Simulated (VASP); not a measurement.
# TiB2 (P6/mmm) in VASP: a series of runs, part 2 of 3

VASP 6.6.1. The steps go on from the part before.

## (3) Single point, r2SCAN

This run uses another cell than the first one, of 8.55 Å³/atom.

Input file POSCAR:

```
TiB2
1.0
    3.0292000000      0.0000000000      0.0000000000
   -1.5146000000      2.6233641531      0.0000000000
    0.0000000000      0.0000000000      3.2284000000
Ti B
1 2
Direct
    0.0000000000      0.0000000000      0.0000000000
    0.6666666667      0.3333333333      0.5000000000
    0.3333333333      0.6666666667      0.5000000000
```

Input file INCAR.step1:

```
PREC = Accurate ; ENCUT = 520
ISMEAR = -1 ; SIGMA = 0.05
LREAL = False ; LASPH = True
NELM = 80 ; NBANDS = 16
GGA = PE ; ALGO = Normal
EDIFF = 1E-4 ; LWAVE = True
LCHARG = False
```

Input file INCAR.step2:

```
PREC = Accurate ; ENCUT = 520
EDIFF = 1E-6 ; ISMEAR = -1
SIGMA = 0.05 ; LREAL = False
LASPH = True ; NELM = 80
ALGO = Normal ; ISIF = 2
LWAVE = False ; LCHARG = True
METAGGA = R2SCAN ; LMIXTAU = True
LELF = True ; LVHAR = True
NBANDS = 16 ; ISTART = 1
```

Input file KPOINTS:

```
regular mesh
0
Gamma
  10 10 8
```

Potentials or basis: VASP PAW PBE potentials, release 64 (Ti_sv, B).

Run with:

```
cat potpaw_PBE.64/Ti_sv/POTCAR potpaw_PBE.64/B/POTCAR > POTCAR
cp INCAR.step1 INCAR
mpirun -np 1 vasp_std > vasp.out
cp INCAR.step2 INCAR
mpirun -np 1 vasp_std > vasp.out
```

OUTCAR:

```text
PREC = Accurate
   ENCUT = 520
   EDIFF = 1E-6
   ISMEAR = -1
   LREAL = False
   LASPH = True
   NELM = 80
   ISIF = 2
   METAGGA = R2SCAN
   ISTART = 1

 ion  position               nearest neighbor table
   1  0.000  0.000  0.000-   2 2.38   3 2.38   2 2.38   3 2.38   3 2.38   3 2.38   2 2.38   2 2.38
                             2 2.38   2 2.38   3 2.38   3 2.38
   2  0.667  0.333  0.500-   3 1.75   3 1.75   3 1.75   1 2.38   1 2.38   1 2.38   1 2.38   1 2.38
                             1 2.38
   3  0.333  0.667  0.500-   2 1.75   2 1.75   2 1.75   1 2.38   1 2.38   1 2.38   1 2.38   1 2.38
                             1 2.38

  LATTYP: Found a hexagonal cell.
 ALAT       =     3.0292000000
 C/A-ratio  =     1.0657599366

  Lattice vectors:

 A1 = (   3.0292000000,   0.0000000000,   0.0000000000)
 A2 = (  -1.5146000000,   2.6233641531,   0.0000000000)
 A3 = (   0.0000000000,   0.0000000000,   3.2284000000)

Analysis of symmetry for initial positions (statically):
=====================================================================
 Subroutine PRICEL returns:
 Original cell was already a primitive cell.

 Routine SETGRP: Setting up the symmetry group for a
 hexagonal supercell.

 Subroutine GETGRP returns: Found 24 space group operations
 (whereof 24 operations were pure point group operations)
 out of a pool of 24 trial point group operations.

The static configuration has the point symmetry D_6h.

Analysis of symmetry for dynamics (positions and initial velocities):
=====================================================================
 Subroutine PRICEL returns:
 Original cell was already a primitive cell.

 Routine SETGRP: Setting up the symmetry group for a
 hexagonal supercell.

 Subroutine GETGRP returns: Found 24 space group operations
 (whereof 24 operations were pure point group operations)
 out of a pool of 24 trial point group operations.

The dynamic configuration has the point symmetry D_6h.

 Subroutine INISYM returns: Found 24 space group operations
 (whereof 24 operations are pure point group operations),
 and found     1 'primitive' translations
[... 119 lines left out ...]
  Fermi-wavevector in a.u.,A,eV,Ry     =   1.454703  2.748990 28.792122  2.116161
  Thomas-Fermi vector in A             =   2.571823
   LORBIT       =      0    0 simple, 1 ext, 2 COOP (PROOUT), +10 PAW based schemes
   METAGGA = R2SCAN    functional components
   LHFCALC =     F    Hartree Fock is set to
   AEXX    =    0.0000 exact exchange contribution
   IVDW    =     0    specifies the selected vdW correction
   LEPSILON=     F    determine dielectric tensor
   LRPA    =     F    only Hartree local field effects (RPA)
 non-spin polarized calculation
  energy-cutoff  :      520.00
  volume of cell :       25.66
 maximum number of plane-waves:       721
 NGX is ok and might be reduce to    24
   NGX = 11   NGY = 11   NGZ = 13

 number of electron      18.0000002 magnetization

 Free energy of the ion-electron system (eV)
  ---------------------------------------------------
  ext. energy  EPLUGINS =         0.00000000
  ---------------------------------------------------
  free energy    TOTEN  =       -30.96711508 eV

  energy without entropy =      -30.96056529  energy(sigma->0) =      -30.96384019

 E-fermi :  10.0874     XC(G=0): -13.7428

 val. band max:       10.0819316423   @ k =   0.1000  -0.0000   0.3750
 cond. band min:      10.0925140006   @ k =   0.3000   0.2000   0.0000
 fundamental gap:      0.0105823584
 Fermi energy:        10.0874280096

 k-point     1 :       0.0000    0.0000    0.0000
  band No.  band energies     occupation
      1     -49.2529      2.00000
      2     -24.5627      2.00000
      3     -24.2415      2.00000
      4     -24.2415      2.00000
      5      -4.3375      2.00000
      6       7.3739      2.00000
[... 433 lines left out ...]
      3     -24.5152      2.00000
      4     -24.3579      2.00000
      5      -0.4541      2.00000
      6       1.1144      2.00000
[... 8 lines left out ...]
     15      19.0626      0.00000
     16      20.0504      0.00000

 [... further k-points ...]

------------------------ aborting loop because EDIFF is reached ----------------------------------------

  FORCE on cell =-STRESS in cart. coord.  units (eV):
  Direction    XX          YY          ZZ          XY          YZ          ZX
  --------------------------------------------------------------------------------------
  -------------------------------------------------------------------------------------
  Total       -0.0862385     -0.0862385      0.0224992      0.0000000      0.0000000      0.0000000
  in kB       -5.3856462     -5.3856462      1.4050894      0.0000000      0.0000000      0.0000000
  external PRESSURE =      -3.1220676 kB  Pullay stress =       0.0000000 kB

 VOLUME and BASIS-vectors are now :
 -----------------------------------------------------------------------------
  energy-cutoff  :      520.00
  volume of cell :       25.66
      direct lattice vectors                 reciprocal lattice vectors
     3.029200000  0.000000000  0.000000000     0.330120164  0.190594965  0.000000000
    -1.514600000  2.623364153  0.000000000     0.000000000  0.381189931  0.000000000
     0.000000000  0.000000000  3.228400000     0.000000000  0.000000000  0.309750960

 POSITION                                       TOTAL-FORCE (eV/Angst)
 -----------------------------------------------------------------------------------
      0.00000      0.00000      0.00000         0.000000      0.000000     -0.000000
      1.51460      0.87445      1.61420        -0.000000      0.000000     -0.000000
     -0.00000      1.74891      1.61420         0.000000     -0.000000      0.000000
 -----------------------------------------------------------------------------------
    total drift:                               -0.000000      0.000000      0.000000

  FREE ENERGIE OF THE ION-ELECTRON SYSTEM (eV)
  ---------------------------------------------------
  free  energy   TOTEN  =       -30.9671150803 eV

  energy  without entropy=      -30.9605652931  energy(sigma->0) =      -30.96384019
```

OUTCAR.step1:

```text
PREC = Accurate
   ENCUT = 520
   ISMEAR = -1
   LREAL = False
   LASPH = True
   NELM = 80
[... 683 lines left out ...]
      0.00000      0.00000      0.00000        -0.000000      0.000000      0.000000
      1.51460      0.87445      1.61420        -0.000000      0.000000     -0.000000
     -0.00000      1.74891      1.61420         0.000000     -0.000000      0.000000
 -----------------------------------------------------------------------------------
    total drift:                               -0.000000      0.000000     -0.000000

  FREE ENERGIE OF THE ION-ELECTRON SYSTEM (eV)
  ---------------------------------------------------
  free  energy   TOTEN  =       -24.4245043389 eV

  energy  without entropy=      -24.4181315355  energy(sigma->0) =      -24.42131794
```

It took 2.5 min on 1 thread of AMD EPYC 7R13, shared host; peak memory 0.13 GiB.

What came out:

- Free energy: -30.9671 eV
- Pressure: -0.3 GPa
- Band gap on the k mesh: zero (bands 9 and 10 overlap by 0.66 eV)

Caveat: the PAW data sets were made with another functional, which shifts forces and pressure a little.

(Part 2 of 3 ends here.)
